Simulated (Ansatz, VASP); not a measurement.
## SrO in VASP and in Ansatz

File INCAR:

```
  ALGO = Normal
  EDIFF = 1E-6
  ENCUT = 600
  GGA = PS
  GGA_COMPAT = False
  ISIF = 2
  ISMEAR = 0
  LASPH = True
  LCHARG = False
  LREAL = False
  LWAVE = False
  NBANDS = 15
  NELM = 120
  PREC = Accurate
  SIGMA = 0.01
```

The input KPOINTS:

```
k-points
0
Gamma
  6 6 6
```

POSCAR

```
SrO
1.0
    0.0000000000      2.5355896387      2.5355896387
    2.5355896387      0.0000000000      2.5355896387
    2.5355896387      2.5355896387      0.0000000000
Sr O
1 1
Direct
    0.0000000000      0.0000000000      0.0000000000
    0.5000000000      0.5000000000      0.5000000000
```

Input for Ansatz:

```yaml
crystal:
  lattice:
    - [0.0, 2.5355896387, 2.5355896387]
    - [2.5355896387, 0.0, 2.5355896387]
    - [2.5355896387, 2.5355896387, 0.0]
  atoms:
    - { symbol: Sr, position: [0.0, 0.0, 0.0] }
    - { symbol: O, position: [0.5, 0.5, 0.5] }
basis:
  ecutwfc: 600.0
kpoints:
  mp_grid: { grid: [6, 6, 6] }
  band_path:
    path:
      - [0.0, 0.0, 0.0]
      - [0.0, 0.0, 0.0]
      - [0.0, 0.0, 0.0]
      - [0.0, 0.0, 0.0]
      - [0.0, 0.0, 0.0]
      - [0.0, 0.0, 0.0]
      - [0.0, 0.0, 0.0]
      - [0.0, 0.0, 0.0]
      - [0.0, 0.0, 0.0]
      - [0.0, 0.0, 0.0]
      - [0.0, 0.0, 0.0]
      - [0.0, 0.0, 0.0]
      - [0.0, 0.0, 0.0]
      - [0.0, 0.0, 0.0]
      - [0.0, 0.0, 0.0]
      - [0.0, 0.0, 0.0]
      - [0.0, 0.0, 0.0]
      - [0.0, 0.0, 0.0]
      - [0.0, 0.0, 0.0]
      - [0.0, 0.0, 0.0]
      - [0.0, 0.0, 0.0]
      - [0.0, 0.0, 0.0]
      - [0.0, 0.0, 0.0]
      - [0.0, 0.0, 0.0]
      - [0.0, 0.0, 0.0]
      - [0.0, 0.0, 0.0]
      - [0.3, 0.3, 0.0]
      - [0.3166666667, 0.3166666667, 0.0]
      - [0.3333333333, 0.3333333333, 0.0]
      - [0.35, 0.35, 0.0]
      - [0.3666666667, 0.3666666667, 0.0]
      - [0.3833333333, 0.3833333333, 0.0]
      - [0.4, 0.4, 0.0]
      - [0.4166666667, 0.4166666667, 0.0]
      - [0.4333333333, 0.4333333333, 0.0]
      - [0.45, 0.45, 0.0]
      - [0.4666666667, 0.4666666667, 0.0]
      - [0.4833333333, 0.4833333333, 0.0]
      - [0.5, 0.5, 0.0]
      - [0.5, 0.5, 0.5]
      - [0.5, 0.5, 0.5]
      - [0.5, 0.5, 0.5]
      - [0.5, 0.5, 0.5]
      - [0.5, 0.5, 0.5]
      - [0.5, 0.5, 0.5]
      - [0.5, 0.5, 0.5]
      - [0.5, 0.5, 0.5]
      - [0.5, 0.5, 0.5]
      - [0.5, 0.5, 0.5]
      - [0.5, 0.5, 0.5]
      - [0.5, 0.5, 0.5]
      - [0.5, 0.5, 0.5]
      - [0.5, 0.5, 0.5]
      - [0.5, 0.5, 0.5]
      - [0.5, 0.5, 0.5]
      - [0.5, 0.5, 0.5]
      - [0.5, 0.5, 0.5]
      - [0.5, 0.5, 0.5]
      - [0.5, 0.5, 0.5]
      - [0.5, 0.5, 0.5]
      - [0.5, 0.5, 0.5]
      - [0.5, 0.5, 0.5]
      - [0.5, 0.5, 0.5]
      - [0.5, 0.5, 0.5]
      - [0.5, 0.5, 0.5]
    npoints: 1
hamiltonian:
  xc: pbesol
scf:
  occupations: { method: fixed }
  n_extra_bands: 5
output:
  eigenvalues: true
```

Alike in both runs: task single point; functional PBEsol; k mesh 6 × 6 × 6; no spin polarisation.

```csv
,VASP,Ansatz
version,VASP 6.6.1,Ansatz 0.2.0
potentials or method,"VASP PAW PBE potentials, release 64 (Sr_sv, O), cutoff 600 eV","scalar-relativistic, plane waves, PAW"
occupations,"gaussian, width 0.01 eV",fixed
valence electrons in the cell,16,16
```

|  | VASP | Ansatz | Ansatz less VASP |
| --- | --- | --- | --- |
| gap on the k mesh at the Fermi level (eV) | 3.12 | 3.17 | +0.052 |
| least direct gap on the mesh (eV) | 3.18 | 3.22 | +0.040 |

VASP's potentials were made for PBE, not for PBEsol.
